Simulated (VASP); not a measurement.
## Al3Cu2: relaxation of cell and atoms with PBEsol

Crystal: Al3Cu2.

```
Al Cu
1.0
     3.66501    0.00000    0.00000
    -1.83250    3.17399    0.00000
     0.00000    0.00000    4.47406
Al Cu
3 2
Direct
  0.00000 0.00000 0.00000
  0.33333 0.66667 0.35523
  0.66667 0.33333 0.64477
  0.33333 0.66667 0.84509
  0.66667 0.33333 0.15491
```

| Item | Value |
| --- | --- |
| Program | VASP 6.6.1 |
| Task | relaxation of cell and atoms |
| Functional | PBEsol |
| Potentials or basis | VASP PAW PBE potentials, release 64 (Al, Cu) |
| Cutoff | 600 eV |
| k mesh | 12 × 12 × 8 |
| Occupations | gaussian, width 0.1 eV |
| Spin | no spin polarisation |
| Target pressure | 90 GPa |
| Dipole correction | no |
| Further INCAR settings | ALGO = Fast; EDIFF = 1e-06; IBRION = 2; EDIFFG = -0.008; NSW = 70; ISIF = 3 |

The relaxed volume is 10.13 Å³/atom. The relaxed cell is a = 3.630 Å, b = 3.630 Å, c = 4.441 Å, α = 90.00°, β = 90.00°, γ = 120.00°. The space group after relaxing (to 0.1 Å) is P-3m1 (No. 164), the energy change on relaxing (the run minimises the enthalpy) is +145.4 meV/atom and the ionic steps are 25. The pressure after relaxing is 89.9 GPa, the largest force after relaxing is 0.008 eV/Å and the band gap on the k mesh is zero (an odd number of electrons rules out a gap without spin polarisation).

Forces in eV/Å, atoms in the order of the input:
```
Al   0.000  0.000  0.000
Al   0.000  0.000 -0.002
Al   0.000  0.000  0.002
Cu   0.000  0.000  0.008
Cu   0.000  0.000 -0.008
```

The path:
| step | energy change (eV) | largest force (eV/Å) | pressure (GPa) | volume (Å³) |
| --- | --- | --- | --- | --- |
| 1 | 0.0000 | 0.1087 | 78.62 | 52.05 |
| 2 | 3.4501 | 0.1304 | 131.40 | 46.67 |
| 3 | 0.7064 | 0.1164 | 91.15 | 50.70 |
| 4 | 0.6424 | 0.1169 | 88.86 | 50.81 |
| 5 | 0.6756 | 0.1170 | 89.19 | 50.75 |
| 6 | 0.6899 | 0.1172 | 89.32 | 50.73 |
| 7 | 0.6992 | 0.0494 | 89.39 | 50.71 |
| 8 | 0.6977 | 0.0383 | 89.57 | 50.71 |
| 9 | 0.7888 | 0.0339 | 90.63 | 50.55 |
| 10 | 0.7290 | 0.0247 | 90.20 | 50.66 |
| 11 | 0.7228 | 0.0278 | 89.81 | 50.67 |
| 12 | 0.7269 | 0.0225 | 90.07 | 50.66 |
| 13 | 0.7224 | 0.0139 | 89.79 | 50.67 |
| 14 | 0.7230 | 0.0129 | 90.09 | 50.67 |
| 15 | 0.7226 | 0.0131 | 89.77 | 50.67 |
| 16 | 0.7251 | 0.0143 | 90.04 | 50.66 |
| 17 | 0.7250 | 0.0143 | 89.99 | 50.66 |
| 18 | 0.7252 | 0.0127 | 90.02 | 50.66 |
| 19 | 0.7256 | 0.0088 | 90.11 | 50.66 |
| 20 | 0.7265 | 0.0050 | 89.81 | 50.66 |
| 21 | 0.7283 | 0.0188 | 90.02 | 50.66 |
| 22 | 0.7268 | 0.0093 | 89.89 | 50.66 |
| 23 | 0.7266 | 0.0078 | 89.79 | 50.66 |
| 24 | 0.7270 | 0.0081 | 90.05 | 50.66 |
| 25 | 0.7269 | 0.0076 | 89.93 | 50.66 |

Final structure:
```yaml
crystal:
  lattice:
    - [3.62953, 0.00000, 0.00000]
    - [-1.81476, 3.14326, 0.00000]
    - [0.00000, 0.00000, 4.44057]
  atoms:
    - { symbol: Al, position: [0.00000, 0.00000, 0.00000] }
    - { symbol: Al, position: [0.33333, 0.66667, 0.35648] }
    - { symbol: Al, position: [0.66667, 0.33333, 0.64352] }
    - { symbol: Cu, position: [0.33333, 0.66667, 0.84533] }
    - { symbol: Cu, position: [0.66667, 0.33333, 0.15467] }
```

Levels at points of the mesh, in eV from the Fermi level:
```
           k point  band 12  band 13  band 14  band 15  band 16  band 17  band 18  band 19
(0.00, 0.00, 0.00)    -4.82    -4.82    -0.43    -0.43     1.71     1.71     4.43     4.72
(0.50, 0.00, 0.00)    -5.52    -4.09    -4.03    -3.37    -0.55     0.18     1.25     3.56
(0.00, 0.00, 0.50)    -5.66     1.07     1.07     1.43     1.48     1.48     3.61     3.62
(0.50, 0.00, 0.50)    -5.71    -5.51    -4.50    -2.43    -0.22     0.91     2.06     5.84
```

Run time: 20 min on 1 thread of AMD EPYC 7R13 Processor (Zen 3), on a shared host, peak memory 0.27 GiB.

Caveat: the cell is relaxed towards a set pressure, so the run minimises the enthalpy, not the energy; the PAW data sets were made with another functional, which shifts forces and pressure a little.
